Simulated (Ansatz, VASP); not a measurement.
# Two plane-wave programs on Mo

The input INCAR:

```
SYSTEM = Mo
ALGO = Normal
EDIFF = 1E-6
ENCUT = 520
GGA = PS
ISIF = 2
ISMEAR = 0
LASPH = .TRUE.
LCHARG = .TRUE.
LELF = .TRUE.
LREAL = .FALSE.
LVHAR = .TRUE.
LWAVE = .FALSE.
NBANDS = 13
NELM = 100
PREC = Accurate
SIGMA = 0.15
```

Contents of KPOINTS:

```
k-points
0
G
  12 12 12
  0 0 0
```

Contents of POSCAR:

```
Mo
1.0
   -1.5734150000      1.5734150000      1.5734150000
    1.5734150000     -1.5734150000      1.5734150000
    1.5734150000      1.5734150000     -1.5734150000
Mo
1
Direct
    0.0000000000      0.0000000000      0.0000000000
```

Input for Ansatz:

```yaml
crystal:
  lattice:
    - [-1.573415, 1.573415, 1.573415]
    - [1.573415, -1.573415, 1.573415]
    - [1.573415, 1.573415, -1.573415]
  atoms:
    - { symbol: Mo, position: [0.0, 0.0, 0.0] }
kpoints:
  mp_grid:
    grid: [12, 12, 12]
    shift: [0.0, 0.0, 0.0]
hamiltonian:
  xc: pbesol
  pseudopotentials:
    kind: paw
scf:
  convergence:
    dr2_threshold: 1.0e-10
  occupations:
    method: gaussian
    width: 0.15
output:
  forces: true
  stress: true
  eigenvalues: true
```

Alike in both runs: task single point; functional PBEsol; k mesh 12 × 12 × 12; occupations gaussian, width 0.15 eV; no spin polarisation.

```csv
,VASP,Ansatz
version,VASP 6.6.1,Ansatz 0.2.0
potentials or method,"VASP PAW PBE potentials, release 64 (Mo_sv)","plane waves, PAW"
plane-wave cutoff (eV),520,420
valence electrons in the cell,14,14
```

```tsv
	VASP	Ansatz	Ansatz less VASP
gap on the k mesh at the Fermi level (eV)	none	none	-
pressure (GPa)	-4.1	-4.6	-0.52
```

VASP's potentials were made for PBE, not for PBEsol. A gap of «none» marks a metal or a gap that the smearing closes.
